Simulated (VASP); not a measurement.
Write the native input for VASP 6.6.1 that does the following.

* Task: single point
* Functional: PBEsol
* Potentials or basis: VASP PAW PBE potentials, release 64 (Cd, F)
* Cutoff: 520 eV
* k mesh: 8 × 8 × 8
* Occupations: gaussian, width 0.05 eV
* Spin: no spin polarisation
* Dipole correction: no
* Further INCAR settings: ALGO = Normal; EDIFF = 1e-06; NBANDS = 20

The structure of CdF2 lies in POSCAR:

```
CdF2
1.0
    0.0000000000      2.6940000000      2.6940000000
    2.6940000000      0.0000000000      2.6940000000
    2.6940000000      2.6940000000      0.0000000000
Cd F
1 2
Direct
    0.0000000000      0.0000000000      0.0000000000
    0.2500000000      0.2500000000      0.2500000000
    0.7500000000      0.7500000000      0.7500000000
```

The input as run:

INCAR

```
PREC = Accurate
ENCUT = 520
EDIFF = 1E-6
ISMEAR = 0
SIGMA = 0.05
LREAL = False
LASPH = True
NELM = 80
ALGO = Normal
ISIF = 2
LWAVE = False
LCHARG = False
GGA = PS
NBANDS = 20
```

KPOINTS

```
regular mesh
0
Gamma
  8 8 8
```

Potentials or basis: VASP PAW PBE potentials, release 64 (Cd, F).

Launch:

```sh
$ cat potpaw_PBE.64/Cd/POTCAR potpaw_PBE.64/F/POTCAR > POTCAR
$ mpirun -np 1 vasp_std > vasp.out
```

It gave:

```json
{"Pressure": "0.5 GPa", "Band gap on the k mesh": "2.90 eV, indirect (least direct gap 3.39 eV)"}
```

Caveat: the PAW data sets were made with another functional, which shifts forces and pressure a little.

Wall time 12 s on 1 thread of Intel(R) Xeon(R) Platinum 8488C (Sapphire Rapids), on a shared host, peak memory 0.16 GiB.
